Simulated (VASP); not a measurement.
# Zn6CO6F4 in VASP: further runs

The runs below take Zn6CO6F4 through single point, with PBE.

Program: VASP 6.6.1. These are calculated values, not measurements. Logs are shortened: lines on timing, memory, paths and dates and some standing lists are left out, and cuts for length are marked.

**1. The cell of the first run**

The cell holds a slab with vacuum, 17 atoms: a = 5.551 Å, b = 6.042 Å, c = 17.410 Å, α = 90.00°, β = 90.00°, γ = 117.35°.

**2. Single point, PBE**

File INCAR:

```
SYSTEM = Zn6CO6F4
  ALGO = Normal
  EDIFF = 1E-6
  ENCUT = 520
  GGA = PE
  ISIF = 2
  ISMEAR = 0
  LASPH = .TRUE.
  LCHARG = .TRUE.
  LELF = .TRUE.
  LREAL = Auto
  LVHAR = .TRUE.
  LWAVE = .FALSE.
  NBANDS = 84
  NELM = 80
  PREC = Accurate
  SIGMA = 0.05
```

File KPOINTS:

```
k-points
0
G
  3 3 1
  0 0 0
```

File POSCAR:

```
Zn6CO6F4
1.0
    5.5510500000      0.0000000000      0.0000000000
   -2.7755250000      5.3664360000      0.0000000000
    0.0000000000      0.0000000000     17.4095480000
Zn O C F
6 6 1 4
Direct
    0.3333333000      0.0000000000      0.0574397000
    0.5825984398      0.6593540767      0.0865198957
    0.9787300138      0.0014358171      0.2046191462
    0.9775897146      0.5004176515      0.0969522731
    0.5828794263      0.1592422197      0.2159857789
    0.3325889539      0.5009681826      0.2446888769
    0.2983547634      0.6778392843      0.0334143999
    0.5719917790      0.3186244508      0.0910182025
    0.9686138977      0.8489951825      0.1043132396
    0.9684821040      0.3489341818      0.1975801468
    0.5722704145      0.8188815666      0.2106688040
    0.2985682344      0.1785749873      0.2687085134
    0.3149046047      0.3874095694      0.4728337283
    0.0806393637      0.1811517193      0.4638509408
    0.5220307218      0.3358293019      0.4624722518
    0.3305043458      0.5591040190      0.4212534133
    0.3271575316      0.4782302695      0.5435935481
```

Potentials or basis: VASP PAW PBE potentials, release 64 (Zn, O, C, F).

Run with:

```sh
> cat potpaw_PBE.64/Zn/POTCAR potpaw_PBE.64/O/POTCAR potpaw_PBE.64/C/POTCAR potpaw_PBE.64/F/POTCAR > POTCAR
> mpirun -np 1 vasp_std > vasp.out
```

OUTCAR:

```text
SYSTEM = Zn6CO6F4
   EDIFF = 1E-6
   ENCUT = 520
   GGA = PE
   ISIF = 2
   ISMEAR = 0
   LASPH = .TRUE.
   LREAL = Auto
   NELM = 80
   PREC = Accurate

 ion  position               nearest neighbor table
   1  0.333  0.000  0.057-   8 1.86   7 1.91   9 1.97   4 2.83   2 3.00   5 3.04
   2  0.583  0.659  0.087-   7 1.88   9 1.94   8 2.03  11 2.38   4 2.77   1 3.00   3 3.03   6 3.03
                             4 3.04
   3  0.979  0.001  0.205-  12 1.95   9 1.96  11 2.01  10 2.13   5 2.78   6 2.83   2 3.03   5 3.04

   4  0.978  0.500  0.097-   7 1.95  10 1.97   8 2.00   9 2.13   2 2.77   1 2.83   5 3.03   2 3.04

   5  0.583  0.159  0.216-  12 1.88  10 1.93  11 2.03   8 2.39   3 2.78   6 3.01   4 3.03   1 3.04
                             3 3.04
   6  0.333  0.501  0.245-  11 1.86  12 1.91  10 1.97   3 2.83   5 3.01   2 3.03
   7  0.298  0.678  0.033-   2 1.88   1 1.91   4 1.95
   8  0.572  0.319  0.091-   1 1.86   4 2.00   2 2.03   5 2.39
   9  0.969  0.849  0.104-   2 1.94   3 1.96   1 1.97   4 2.13
  10  0.968  0.349  0.198-   5 1.93   4 1.97   6 1.97   3 2.13
  11  0.572  0.819  0.211-   6 1.86   3 2.01   5 2.03   2 2.38
  12  0.299  0.179  0.269-   5 1.88   6 1.91   3 1.95
  13  0.315  0.387  0.473-  14 1.33  15 1.33  17 1.34  16 1.34
  14  0.081  0.181  0.464-  13 1.33
  15  0.522  0.336  0.462-  13 1.33
  16  0.331  0.559  0.421-  13 1.34
  17  0.327  0.478  0.544-  13 1.34

  LATTYP: Found a base centered orthorhombic cell.
 ALAT       =     5.5510500000
 B/A-ratio  =     1.9334850163
 C/A-ratio  =     3.1362621486

  Lattice vectors:

 A1 = (   2.7755250000,  -5.3664360000,   0.0000000000)
 A2 = (   2.7755250000,   5.3664360000,   0.0000000000)
 A3 = (   0.0000000000,   0.0000000000,  17.4095480000)

Analysis of symmetry for initial positions (statically):
=====================================================================
 Subroutine PRICEL returns:
 Original cell was already a primitive cell.

 Routine SETGRP: Setting up the symmetry group for a
 base centered orthorhombic supercell.

 Subroutine GETGRP returns: Found  1 space group operations
 (whereof  1 operations were pure point group operations)
 out of a pool of  8 trial point group operations.

The static configuration has the point symmetry C_1 .

Analysis of symmetry for dynamics (positions and initial velocities):
=====================================================================
 Subroutine PRICEL returns:
 Original cell was already a primitive cell.

 Routine SETGRP: Setting up the symmetry group for a
 base centered orthorhombic supercell.

 Subroutine GETGRP returns: Found  1 space group operations
 (whereof  1 operations were pure point group operations)
 out of a pool of  8 trial point group operations.

The dynamic configuration has the point symmetry C_1 .

 Subroutine INISYM returns: Found  1 space group operations
 (whereof  1 operations are pure point group operations),
 and found     1 'primitive' translations

----------------------------------------------------------------------------------------

                                     Primitive cell

  volume of cell :     518.6192

  direct lattice vectors                    reciprocal lattice vectors
     5.551050000  0.000000000  0.000000000     0.180146098  0.093171707  0.000000000
    -2.775525000  5.366436000  0.000000000     0.000000000  0.186343413  0.000000000
     0.000000000  0.000000000 17.409548000     0.000000000  0.000000000  0.057439745

  length of vectors
     5.551050000  6.041702936 17.409548000     0.202814160  0.186343413  0.057439745

  position of ions in fractional coordinates (direct lattice)
     0.333333300  0.000000000  0.057439700
     0.582598440  0.659354077  0.086519896
     0.978730014  0.001435817  0.204619146
     0.977589715  0.500417652  0.096952273
     0.582879426  0.159242220  0.215985779
     0.332588954  0.500968183  0.244688877
[... 9 lines left out ...]
     0.330504346  0.559104019  0.421253413
     0.327157532  0.478230270  0.543593548

  ion indices of the primitive-cell ions
   primitive index   ion index
                 1           1
                 2           2
                 3           3
                 4           4
                 5           5
                 6           6
[... 9 lines left out ...]
                16          16
                17          17

----------------------------------------------------------------------------------------

 KPOINTS: k-points

Automatic generation of k-mesh.
 Grid dimensions read from file:
 generate k-points for:    3    3    1

 Generating k-lattice:

  Cartesian coordinates                     Fractional coordinates (reciprocal lattice)
     0.060048699  0.031057236  0.000000000     0.333333333  0.000000000  0.000000000
     0.000000000  0.062114471  0.000000000     0.000000000  0.333333333  0.000000000
     0.000000000  0.000000000  0.057439745     0.000000000  0.000000000  1.000000000

  Length of vectors
     0.067604720  0.062114471  0.057439745

  Shift w.r.t. Gamma in fractional coordinates (k-lattice)
     0.000000000  0.000000000  0.000000000

 Subroutine IBZKPT returns following result:
 ===========================================

 Found      5 irreducible k-points:

 Following reciprocal coordinates:
            Coordinates               Weight
  0.000000  0.000000  0.000000      1.000000
  0.333333  0.000000  0.000000      2.000000
  0.333333 -0.333333  0.000000      2.000000
  0.000000  0.333333  0.000000      2.000000
  0.333333  0.333333  0.000000      2.000000
   k-points           NKPTS =      5   k-points in BZ     NKDIM =      5   number of bands    NBANDS=     84
   number of dos      NEDOS =    301   number of ions     NIONS =     17
   total plane-waves  NPLWV = 282240
   dimension x,y,z NGX =    42 NGY =   48 NGZ =  140
   dimension x,y,z NGXF=    84 NGYF=   96 NGZF=  280
   ions per type =               6   6   1   4
   NGX,Y,Z   is equivalent  to a cutoff of  12.58, 13.21, 13.37 a.u.
   NGXF,Y,Z  is equivalent  to a cutoff of  25.16, 26.42, 26.74 a.u.
 SYSTEM =  Zn6CO6F4
   PREC   = accura    normal or accurate (medium, high low for compatibility)
   ISTART =      0    job   : 0-new  1-cont  2-samecut
   ICHARG =      2    charge: 1-file 2-atom 10-const
   ISPIN  =      1    spin polarized calculation?
   LNONCOLLINEAR =      F non collinear calculations
   LSORBIT =      F    spin-orbit coupling
   LASPH  =      T    aspherical Exc in radial PAW
   ENCUT  =  520.0 eV  38.22 Ry    6.18 a.u.  10.32 11.23 32.37*2*pi/ulx,y,z
   NELM   =     80;   NELMIN=  2; NELMDL= -5     # of ELM steps
   EDIFF  = 0.1E-05   stopping-criterion for ELM
   LREAL  =      T    real-space projection
   EDIFFG = 0.1E-04   stopping-criterion for IOM
   NSW    =      0    number of steps for IOM
   IBRION =     -1    ionic relax: 0-MD 1-quasi-New 2-CG
   NFREE  =      0    steps in history (QN), initial steepest desc. (CG)
   ISIF   =      2    stress and relaxation
   ISYM   =      2    0-nonsym 1-usesym 2-fastsym
   POTIM  = 0.5000    time-step for ionic-motion
   TEBEG  =    0.0;   TEEND  =   0.0 temperature during run
   PSTRESS=    0.0 pullay stress
   NELECT =     140.0000    total number of electrons
   NUPDOWN=      -1.0000    fix difference up-down
   EMIN   =  10.00;   EMAX   =-10.00  energy-range for DOS
   EFERMI =   0.00;   METHOD = LEGACY
   ISMEAR =     0;   SIGMA  =   0.05  broadening in eV -4-tet -1-fermi 0-gaus
   EFERMI_NEDOS =   21; number of points for ismear=-14 and -15
   IALGO  =     38    algorithm
   IMIX   =      4    mixing-type and parameters
     AMIX     =   0.40;   BMIX     =  1.00
     AMIX_MAG =   1.60;   BMIX_MAG =  1.00
  volume/ion in A,a.u.               =      30.51       205.87
  Fermi-wavevector in a.u.,A,eV,Ry     =   1.058038  1.999402 15.230969  1.119445
  Thomas-Fermi vector in A             =   2.193333
   LORBIT       =      0    0 simple, 1 ext, 2 COOP (PROOUT), +10 PAW based schemes
   GGA     = PE    functional components
   LHFCALC =     F    Hartree Fock is set to
   AEXX    =    0.0000 exact exchange contribution
   IVDW    =     0    specifies the selected vdW correction
   LEPSILON=     F    determine dielectric tensor
   LRPA    =     F    only Hartree local field effects (RPA)
 non-spin polarized calculation
 Gauss-broadening in eV      SIGMA  =   0.05
  energy-cutoff  :      520.00
  volume of cell :      518.62
 maximum number of plane-waves:     14009
 NGX is ok and might be reduce to    42
   NGX = 21   NGY = 23   NGZ = 65

 number of electron     140.0000041 magnetization

 Free energy of the ion-electron system (eV)
  ---------------------------------------------------
  ext. energy  EPLUGINS =         0.00000000
  ---------------------------------------------------
  free energy    TOTEN  =       -75.77870800 eV

  energy without entropy =      -75.77870800  energy(sigma->0) =      -75.77870800

 E-fermi :  -2.9811     XC(G=0):  -5.0372

 val. band max:       -3.2289462624   @ k =   0.3333   0.0000   0.0000
 cond. band min:      -1.5456929717   @ k =   0.0000   0.0000   0.0000
 fundamental gap:      1.6832532907
 Fermi energy:        -2.9811329747

 k-point     1 :       0.0000    0.0000    0.0000
  band No.  band energies     occupation
      1     -32.2606      2.00000
      2     -29.3489      2.00000
      3     -29.3414      2.00000
      4     -29.3192      2.00000
      5     -20.7012      2.00000
      6     -20.3060      2.00000
[... 74 lines left out ...]
     81       4.0999      0.00000
     82       4.4488      0.00000

 k-point     2 :       0.3333    0.0000    0.0000
  band No.  band energies     occupation
      1     -32.2591      2.00000
      2     -29.3527      2.00000
      3     -29.3412      2.00000
      4     -29.3187      2.00000
      5     -20.5199      2.00000
      6     -20.2159      2.00000
[... 74 lines left out ...]
     81       3.9671      0.00000
     82       4.0292      0.00000

 k-point     3 :       0.3333   -0.3333    0.0000
  band No.  band energies     occupation
      1     -32.2593      2.00000
      2     -29.3525      2.00000
      3     -29.3412      2.00000
      4     -29.3187      2.00000
      5     -20.5414      2.00000
      6     -20.3054      2.00000
[... 74 lines left out ...]
     81       3.5779      0.00000
     82       4.0757      0.00000

 k-point     4 :       0.0000    0.3333    0.0000
  band No.  band energies     occupation
      1     -32.2602      2.00000
      2     -29.3492      2.00000
      3     -29.3421      2.00000
      4     -29.3190      2.00000
      5     -20.5644      2.00000
      6     -20.3247      2.00000
[... 74 lines left out ...]
     81       3.8857      0.00000
     82       4.0998      0.00000

 k-point     5 :       0.3333    0.3333    0.0000
  band No.  band energies     occupation
      1     -32.2589      2.00000
      2     -29.3527      2.00000
      3     -29.3415      2.00000
      4     -29.3186      2.00000
      5     -20.3570      2.00000
      6     -20.3425      2.00000
[... 74 lines left out ...]
     81       3.6978      0.00000
     82       4.1145      0.00000
 [bands above 82 left out]

------------------------ aborting loop because EDIFF is reached ----------------------------------------

  FORCE on cell =-STRESS in cart. coord.  units (eV):
  Direction    XX          YY          ZZ          XY          YZ          ZX
  --------------------------------------------------------------------------------------
  -------------------------------------------------------------------------------------
  Total        6.1037171     -1.3756207      0.9069087     -0.9031929     -0.0270861     -0.0127115
  in kB       18.8562960     -4.2497238      2.8017254     -2.7902460     -0.0836776     -0.0392698
  external PRESSURE =       5.8027659 kB  Pullay stress =       0.0000000 kB

 VOLUME and BASIS-vectors are now :
 -----------------------------------------------------------------------------
  energy-cutoff  :      520.00
  volume of cell :      518.62
      direct lattice vectors                 reciprocal lattice vectors
     5.551050000  0.000000000  0.000000000     0.180146098  0.093171707  0.000000000
    -2.775525000  5.366436000  0.000000000     0.000000000  0.186343413  0.000000000
     0.000000000  0.000000000 17.409548000     0.000000000  0.000000000  0.057439745

 POSITION                                       TOTAL-FORCE (eV/Angst)
 -----------------------------------------------------------------------------------
      1.85035      0.00000      1.00000        -0.027887      0.026561     -0.042942
      1.40398      3.53838      1.50627         0.013512     -0.021090      0.018387
      5.42899      0.00771      3.56233         0.004607     -0.018385      0.015845
      4.03773      2.68546      1.68790         0.010966     -0.012004     -0.004298
      2.79361      0.85456      3.76021         0.012735     -0.017658     -0.030736
      0.45577      2.68841      4.25992        -0.024983      0.023139      0.041907
[... 9 lines left out ...]
      0.28284      3.00040      7.33383        -0.108746      0.267413     -0.248904
      0.48873      2.56639      9.46372        -0.062390      0.143648      0.351706
 -----------------------------------------------------------------------------------
    total drift:                               -0.004269      0.005788     -0.004701

  FREE ENERGIE OF THE ION-ELECTRON SYSTEM (eV)
  ---------------------------------------------------
  free  energy   TOTEN  =       -75.7787079964 eV

  energy  without entropy=      -75.7787079964  energy(sigma->0) =      -75.77870800
```

Run time: 16 min. Hardware: 1 thread of Intel Xeon 8259CL, shared host; peak memory 0.68 GiB.

What came out:

- Free energy: -75.7787 eV
- Largest force: 0.401 eV/Å
- Band gap on the k mesh: 1.68 eV (least direct gap 1.76 eV)

Forces in eV/Å, atoms in the order of the input:
```
Zn  -0.028  0.027 -0.043
Zn   0.014 -0.021  0.018
Zn   0.005 -0.018  0.016
Zn   0.011 -0.012 -0.004
Zn   0.013 -0.018 -0.031
Zn  -0.025  0.023  0.042
O   -0.002 -0.045 -0.112
O   -0.010  0.028  0.014
O    0.016  0.022 -0.018
O    0.007  0.025  0.017
O   -0.004  0.033 -0.017
O   -0.006 -0.043  0.115
C    0.010  0.004  0.001
F   -0.217 -0.333 -0.043
F    0.388 -0.082 -0.058
F   -0.109  0.267 -0.249
F   -0.062  0.144  0.352
```

Levels at points of the mesh, in eV from the valence-band top:
| k point | band 68 | band 69 | band 70 | band 71 | band 72 | band 73 |
| --- | --- | --- | --- | --- | --- | --- |
| (0.00, 0.00, 0.00) | -0.46 | -0.38 | -0.07 | 1.68 | 3.46 | 4.64 |

Caveat: the k points lie up to 0.42 Å⁻¹ apart; there is no dipole correction, which matters where the two faces differ.

**3. Single point, PBE**

File INCAR:

```
SYSTEM = Zn6CO6F4
ALGO = Normal
EDIFF = 1E-6
ENCUT = 520
GGA = PE
ISIF = 2
ISMEAR = 0
LASPH = .True.
LCHARG = .False.
LREAL = Auto
LWAVE = .False.
NBANDS = 84
NELM = 100
PREC = Accurate
SIGMA = 0.05
```

File KPOINTS:

```
k-points
0
Gamma
  3 3 1
  0 0 0
```

File POSCAR:

```
Zn6CO6F4
1.0
    5.5510500000      0.0000000000      0.0000000000
   -2.7755250000      5.3664360000      0.0000000000
    0.0000000000      0.0000000000     17.4095480000
Zn O C F
6 6 1 4
Direct
    0.3333333100      0.0000000000      0.0574397500
    0.3312007576      0.5071932916      0.0546956058
    0.8323575779      0.0141146226      0.1251338656
    0.9052920921      0.5496983878      0.1252750223
    0.4131384383      0.0497024415      0.2280762506
    0.4358799747      0.6084680771      0.2300886769
    0.1273755482      0.6706294070      0.0280969951
    0.1145479322      0.1632844449      0.0537644494
    0.6216835041      0.6581796128      0.1275441826
    0.6210466987      0.1941282075      0.1294344208
    0.1591510874      0.7081421628      0.2109205615
    0.4272707846      0.3288935264      0.2880771716
    0.3858521278      0.3090863297      0.3646978228
    0.7271866851      0.9649991428      0.2556993662
    0.6203771993      0.4316034768      0.4042684748
    0.2190915758      0.4055781846      0.3867028506
    0.2719262046      0.0665354303      0.3867545968
```

Potentials or basis: VASP PAW PBE potentials, release 64 (Zn, O, C, F).

Run with:

```sh
> cat potpaw_PBE.64/Zn/POTCAR potpaw_PBE.64/O/POTCAR potpaw_PBE.64/C/POTCAR potpaw_PBE.64/F/POTCAR > POTCAR
> mpirun -np 1 vasp_std > vasp.out
```

Wall time 17 min (1 thread of Intel Xeon 8259CL, shared host); peak memory 0.68 GiB.

The run converged. Its results:

```yaml
Free_energy: -76.4555 eV
Largest_force: 0.374 eV/Å
Band_gap_on_the_k_mesh: 1.46 eV
```

Forces on the atoms (eV/Å):
```
Zn   0.045  0.037 -0.020
Zn   0.052  0.013 -0.025
Zn   0.022  0.000  0.038
Zn   0.018 -0.010 -0.002
Zn  -0.022  0.035  0.006
Zn   0.025 -0.041  0.012
O   -0.068 -0.045 -0.099
O   -0.027 -0.010 -0.063
O    0.001 -0.024 -0.001
O   -0.021  0.044  0.015
O   -0.079 -0.037  0.017
O    0.016  0.002 -0.094
C    0.030  0.023 -0.217
F    0.059  0.038  0.033
F    0.262  0.182  0.195
F   -0.324  0.139  0.105
F    0.012 -0.347  0.101
```

Levels at points of the mesh, in eV from the valence-band top:
```csv
k point,band 66,band 67,band 68,band 69,band 70,band 71,band 72,band 73,band 74,band 75
"(0.00, 0.00, 0.00)",-1.07,-0.87,-0.61,-0.45,0.00,1.46,3.55,4.95,5.09,5.71
```

Caveat: the k points lie up to 0.42 Å⁻¹ apart; there is no dipole correction, which matters where the two faces differ.
